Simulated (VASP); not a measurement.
Wanted: the native input for a VASP 6.6.1 run.

```
Task                   : relaxation of cell and atoms
Functional             : PBEsol
Potentials or basis    : VASP PAW PBE potentials, release 64 (Al)
Cutoff                 : 600 eV
k mesh                 : 11 × 11 × 11
Occupations            : fermi-dirac, width 0.05 eV
Spin                   : no spin polarisation
Dipole correction      : no
Further INCAR settings : ALGO = Normal; EDIFF = 1e-06; IBRION = 2; EDIFFG = -0.02; NSW = 80; ISIF = 3
```

The structure of Al lies in POSCAR:

```
Al
1.0
    0.0000000000      2.0248050000      2.0248050000
    2.0248050000      0.0000000000      2.0248050000
    2.0248050000      2.0248050000      0.0000000000
Al
1
Direct
    0.0000000000      0.0000000000      0.0000000000
```

The input as run:

INCAR

```
PREC = Accurate
ENCUT = 600
EDIFF = 1E-6
ISMEAR = -1
SIGMA = 0.05
LREAL = F
LASPH = T
NELM = 80
ALGO = Normal
ISIF = 3
LWAVE = F
LCHARG = F
GGA = PS
IBRION = 2
NSW = 80
EDIFFG = -0.02
```

KPOINTS

```
Automatic mesh
0
Gamma
  11 11 11
```

Potentials or basis: VASP PAW PBE potentials, release 64 (Al).

The run is started by

```console
$ cat potpaw_PBE.64/Al/POTCAR > POTCAR
$ mpirun -np 1 vasp_std > vasp.out
```

It gave:

The relaxed volume is 16.22 Å³/atom, the relaxed cell is a = 2.841 Å, b = 2.841 Å, c = 2.841 Å, α = 60.00°, β = 60.00°, γ = 60.00° and the space group after relaxing (to 0.05 Å) is Fm-3m (No. 225). The energy gained by relaxing is 2.3 meV/atom, the ionic steps are 3 and the pressure after relaxing is 0.0 GPa.

Caveat: the PAW data sets were made with another functional, which shifts forces and pressure a little.

It took 18 s on 1 thread of AMD EPYC 7R13, on a shared host, peak memory 0.11 GiB.
